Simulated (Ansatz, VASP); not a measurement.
# One calculation of Pd, two programs

```xyz
2
Lattice="0.0000 2.9248 2.9248 2.9248 0.0000 2.9248 2.9248 2.9248 0.0000" Properties=species:S:1:pos:R:3 pbc="T T T"
Pd    0.7312    0.7312    0.7312
Pd    5.1184    5.1184    5.1184
```

Alike in both runs: task single point; functional BLYP; k mesh 10 × 10 × 10; occupations fermi-dirac, width 0.05 eV; collinear spin.

|  | VASP | Ansatz |
| --- | --- | --- |
| version | VASP 6.6.1 | Ansatz 0.2.0 |
| potentials or method | VASP PAW PBE potentials, release 64 (Pd), cutoff 500 eV | plane waves (420 eV) with PAW, scalar-relativistic |
| valence electrons in the cell | 20 | 36 |

|  | VASP | Ansatz | Ansatz less VASP |
| --- | --- | --- | --- |
| pressure (GPa) | 2.6 | 2.6 | -0.05 |
| net moment per atom (μB) | 0.44 | 0.44 | +0.001 |
| size of the moment on the site where the two differ most (μB) | 0.43 | 0.43 | -0.001 |

VASP's potentials were made for PBE, not for BLYP. Site moments also hang on the region over which each program counts them. With one functional, cell and mesh, what is left measures potentials, basis and numerics. VASP's potentials hold 20 valence electrons a cell and Ansatz's 36, so a difference there can come from the potentials and not from the codes.
